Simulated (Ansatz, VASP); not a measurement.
## Two plane-wave programs on SiC

```
Si C
1.0
    -1.53878   -2.66524    0.00000
     1.53878   -2.66524    0.00000
     0.00000    0.00000   11.07677
Si C
4 4
Direct
  0.33333 0.33333 0.08555
  0.66667 0.66667 0.54041
  0.00000 0.00000 0.76789
  0.00000 0.00000 0.31303
  0.33333 0.33333 0.82421
  0.66667 0.66667 0.36935
  0.00000 0.00000 0.59738
  0.00000 0.00000 0.14252
```

Alike in both runs: task single point; functional r2SCAN; k mesh 8 × 8 × 3; occupations gaussian, width 0.05 eV; no spin polarisation.

|  | VASP | Ansatz |
| --- | --- | --- |
| version | VASP 6.6.1 | Ansatz 0.2.0 |
| potentials or method | VASP PAW PBE potentials, release 64 (Si, C), cutoff 520 eV | scalar-relativistic, plane waves, PAW |
| valence electrons in the cell | 32 | 32 |

VASP gave:

| Item | Value |
| --- | --- |
| gap on the k mesh at the Fermi level (eV) | 0.93 |
| least direct gap on the mesh (eV) | 2.03 |
| pressure (GPa) | -4.6 |
| traceless stress, the component that is largest in VASP (GPa) | -9.16 |
| rms of the force components (eV/Å) | 0.729 |

**Question.** Estimate Ansatz's values.

**Answer.** gap on the k mesh at the Fermi level (eV): 0.91; least direct gap on the mesh (eV): 2.02; pressure (GPa): -4.4; traceless stress, the component that is largest in VASP (GPa): -9.09; rms of the force components (eV/Å): 0.733.

VASP's potentials were made for PBE, not for r2SCAN. Atom by atom the forces differ by 0.007 eV/Å (rms over components).
